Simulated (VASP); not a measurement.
# Zr2TiH6 (Fm-3m) in VASP: a series of runs, part 2 of 2

VASP 6.6.1. Earlier steps stand in the parts before.

### 3 Single point, PBE, collinear spin, ferromagnetic start

This run uses another cell than the first one, of 8.74 Å³/atom, 0.507 times its volume.

INCAR

```
PREC     = Accurate       # precision mode
ENCUT    = 520            # plane-wave cutoff, eV
EDIFF    = 1E-6           # SCF threshold, eV
ISMEAR   = 0              # smearing method
SIGMA    = 0.1            # smearing width, eV
LREAL    = False          # projectors in reciprocal space
LASPH    = True           # aspherical terms in the spheres
NELM     = 150            # most SCF steps
ALGO     = Normal         # electronic algorithm
ISIF     = 2              # what is computed and relaxed
LWAVE    = False          # write WAVECAR
LCHARG   = False          # write CHGCAR
ISPIN    = 2              # spin polarisation
MAGMOM   = 1 1 1 0 0 0 0 0 0 # initial moments
LORBIT   = 11             # projections on sites
LMAXMIX  = 4              # l up to which the mixer works
GGA      = PE             # functional
NBANDS   = 35             # bands
```

KPOINTS

```
regular mesh
0
Gamma
  4 4 4
```

POSCAR

```
Zr2TiH6
1.0
    0.0000000000      3.4011842557      3.4011842557
    3.4011842557      0.0000000000      3.4011842557
    3.4011842557      3.4011842557      0.0000000000
Zr Ti H
2 1 6
Direct
    0.2500000000      0.2500000000      0.2500000000
    0.7500000000      0.7500000000      0.7500000000
    0.0000000000      0.0000000000      0.0000000000
    0.7296253537      0.2703746463      0.2703746463
    0.2703746463      0.7296253537      0.7296253537
    0.2703746463      0.7296253537      0.2703746463
    0.7296253537      0.2703746463      0.7296253537
    0.2703746463      0.2703746463      0.7296253537
    0.7296253537      0.7296253537      0.2703746463
```

Potentials or basis: VASP PAW PBE potentials, release 64 (Zr_sv, Ti_sv, H).

On the command line:

```sh
cat potpaw_PBE.64/Zr_sv/POTCAR potpaw_PBE.64/Ti_sv/POTCAR potpaw_PBE.64/H/POTCAR > POTCAR
mpirun -np 1 vasp_std > vasp.out
```

OUTCAR:

```text
PREC = Accurate
   ENCUT = 520
   EDIFF = 1E-6
   ISMEAR = 0
   LREAL = False
   LASPH = True
   NELM = 150
   ISIF = 2
   ISPIN = 2
   LORBIT = 11
   GGA = PE

 ion  position               nearest neighbor table
   1  0.250  0.250  0.250-   3 2.95   3 2.95   3 2.95   3 2.95   2 3.40   2 3.40   2 3.40   2 3.40
                             2 3.40   2 3.40
   2  0.750  0.750  0.750-   3 2.95   3 2.95   3 2.95   3 2.95   1 3.40   1 3.40   1 3.40   1 3.40
                             1 3.40   1 3.40
   3  0.000  0.000  0.000-   4 1.84   5 1.84   6 1.84   7 1.84   8 1.84   9 1.84   2 2.95   2 2.95
                             1 2.95   2 2.95   2 2.95   1 2.95   1 2.95   1 2.95
   4  0.730  0.270  0.270-   3 1.84
   5  0.270  0.730  0.730-   3 1.84
   6  0.270  0.730  0.270-   3 1.84
   7  0.730  0.270  0.730-   3 1.84
   8  0.270  0.270  0.730-   3 1.84
   9  0.730  0.730  0.270-   3 1.84

  LATTYP: Found a face centered cubic cell.
 ALAT       =     6.8023685114

  Lattice vectors:

 A1 = (   0.0000000000,   3.4011842557,   3.4011842557)
 A2 = (   3.4011842557,   0.0000000000,   3.4011842557)
 A3 = (   3.4011842557,   3.4011842557,   0.0000000000)

Analysis of symmetry for initial positions (statically):
=====================================================================
 Subroutine PRICEL returns:
 Original cell was already a primitive cell.

 Routine SETGRP: Setting up the symmetry group for a
 face centered cubic supercell.

 Subroutine GETGRP returns: Found 48 space group operations
 (whereof 48 operations were pure point group operations)
 out of a pool of 48 trial point group operations.

The static configuration has the point symmetry O_h .

Analysis of symmetry for dynamics (positions and initial velocities):
=====================================================================
 Subroutine PRICEL returns:
 Original cell was already a primitive cell.

 Routine SETGRP: Setting up the symmetry group for a
 face centered cubic supercell.
[... 468 lines left out ...]
      1     -47.6813      1.00000
      2     -41.5159      1.00000
      3     -41.4486      1.00000
      4     -24.0793      1.00000
      5     -24.0793      1.00000
      6     -24.0793      1.00000
[... 277 lines left out ...]
     32      12.9703      0.00000
     33      14.1687      0.00000
 [bands above 33 left out]

------------------------ aborting loop because EDIFF is reached ----------------------------------------

  FORCE on cell =-STRESS in cart. coord.  units (eV):
  Direction    XX          YY          ZZ          XY          YZ          ZX
  --------------------------------------------------------------------------------------
  -------------------------------------------------------------------------------------
  Total       -0.1679257     -0.1679257     -0.1679257      0.0000000      0.0000000     -0.0000000
  in kB       -3.4190650     -3.4190650     -3.4190650      0.0000000      0.0000000     -0.0000000
  external PRESSURE =      -3.4190650 kB  Pullay stress =       0.0000000 kB

 VOLUME and BASIS-vectors are now :
 -----------------------------------------------------------------------------
  energy-cutoff  :      520.00
  volume of cell :       78.69
      direct lattice vectors                 reciprocal lattice vectors
     0.000000000  3.401184256  3.401184256    -0.147007619  0.147007619  0.147007619
     3.401184256  0.000000000  3.401184256     0.147007619 -0.147007619  0.147007619
     3.401184256  3.401184256  0.000000000     0.147007619  0.147007619 -0.147007619

 POSITION                                       TOTAL-FORCE (eV/Angst)
 -----------------------------------------------------------------------------------
      1.70059      1.70059      1.70059         0.000000      0.000000      0.000000
      5.10178      5.10178      5.10178         0.000000      0.000000      0.000000
      0.00000      0.00000      0.00000         0.000000      0.000000      0.000000
      1.83919      3.40118      3.40118        -0.007622      0.000000      0.000000
      4.96318      3.40118      3.40118         0.007622      0.000000      0.000000
      3.40118      1.83919      3.40118         0.000000     -0.007622      0.000000
      3.40118      4.96318      3.40118         0.000000      0.007622      0.000000
      3.40118      3.40118      1.83919         0.000000      0.000000     -0.007622
      3.40118      3.40118      4.96318         0.000000      0.000000      0.007622
 -----------------------------------------------------------------------------------
    total drift:                                0.000000      0.000000      0.000000

  FREE ENERGIE OF THE ION-ELECTRON SYSTEM (eV)
  ---------------------------------------------------
  free  energy   TOTEN  =       -47.4386486097 eV

  energy  without entropy=      -47.4217165258  energy(sigma->0) =      -47.43018257

 total charge

# of ion       s       p       d       tot
------------------------------------------
    1        2.156   5.984   1.555   9.696
    2        2.156   5.984   1.555   9.696
    3        2.204   6.203   2.236  10.644
    4        0.517   0.014   0.000   0.531
    5        0.517   0.014   0.000   0.531
    6        0.517   0.014   0.000   0.531
    7        0.517   0.014   0.000   0.531
    8        0.517   0.014   0.000   0.531
    9        0.517   0.014   0.000   0.531
--------------------------------------------------
tot          9.619  18.255   5.346  33.220

 magnetization (x)

# of ion       s       p       d       tot
------------------------------------------
    1        0.000   0.000   0.000   0.000
    2        0.000   0.000   0.000   0.000
    3       -0.000   0.000   0.000   0.000
    4        0.000   0.000   0.000   0.000
    5        0.000   0.000   0.000   0.000
    6        0.000   0.000   0.000   0.000
    7        0.000   0.000   0.000   0.000
    8        0.000   0.000   0.000   0.000
    9        0.000   0.000   0.000   0.000
--------------------------------------------------
tot          0.000   0.000   0.000   0.000
```

Wall time 32 s (1 thread of Intel Xeon Platinum 8488C (Sapphire Rapids), shared host); peak memory 0.25 GiB.

Results:

```yaml
Free_energy: -47.4386 eV
Pressure: -0.3 GPa
Largest_force: 0.008 eV/Å
Band_gap_on_the_k_mesh: zero (filled and empty bands overlap)
Net_moment: 0.00 μB per cell
Valence_electrons_inside_the_program's_atomic_spheres: Zr 9.70; Ti 10.64; H 0.53
```

Forces in eV/Å, atoms in the order of the input:
```
Zr   0.000  0.000  0.000
Zr   0.000  0.000  0.000
Ti   0.000  0.000  0.000
H   -0.008  0.000  0.000
H    0.008  0.000  0.000
H    0.000 -0.008  0.000
H    0.000  0.008  0.000
H    0.000  0.000 -0.008
H    0.000  0.000  0.008
```

Caveat: the k points lie up to 0.40 Å⁻¹ apart.
